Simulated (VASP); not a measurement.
A run of VASP 6.6.1 is set up as follows.

INCAR

```
ALGO     = Normal         # electronic algorithm
EDIFF    = 1E-7           # SCF threshold, eV
ENCUT    = 520            # plane-wave cutoff, eV
GGA      = PS             # functional
ISIF     = 2              # what is computed and relaxed
ISMEAR   = -1             # smearing method
ISPIN    = 2              # spin polarisation
LASPH    = True           # aspherical terms in the spheres
LCHARG   = False          # write CHGCAR
LMAXMIX  = 4              # l up to which the mixer works
LORBIT   = 11             # projections on sites
LREAL    = False          # projectors in reciprocal space
LWAVE    = False          # write WAVECAR
MAGMOM   = 4.5 3 0 0      # initial moments
NBANDS   = 28             # bands
NELM     = 150            # most SCF steps
NUPDOWN  = 7.5            # fixed moment
PREC     = Accurate       # precision mode
SIGMA    = 0.05           # smearing width, eV
```

KPOINTS

```
k-points
0
Gamma
  9 9 9
```

POSCAR

```
VCrC2
1.0
    1.4606320425      0.8432963029      4.7393853233
   -1.4606320425      0.8432963029      4.7393853233
    0.0000000000     -1.6865926058      4.7393853233
Cr V C
1 1 2
Direct
    0.5000000000      0.5000000000      0.5000000000
    0.0000000000      0.0000000000      0.0000000000
    0.2487590000      0.2487590000      0.2487590000
    0.7512410000      0.7512410000      0.7512410000
```

Potentials or basis: VASP PAW PBE potentials, release 64 (Cr_pv, V_sv, C).

Run with:

```bash
$ cat potpaw_PBE.64/Cr_pv/POTCAR potpaw_PBE.64/V_sv/POTCAR potpaw_PBE.64/C/POTCAR > POTCAR
$ mpirun -np 1 vasp_std > vasp.out
```

Task: Predict the largest force.

Result: 0.126 eV/Å.

Task: Estimate the pressure.

Result: 60.3 GPa.

Stress tensor (GPa, compression positive):
```
58.98  0.00  0.00
 0.00 58.98  0.00
 0.00  0.00 62.95
```

Caveat: the cell stands under pressure; the PAW data sets were made with another functional, which shifts forces and pressure a little; the total moment is fixed, so each spin has its own Fermi level.
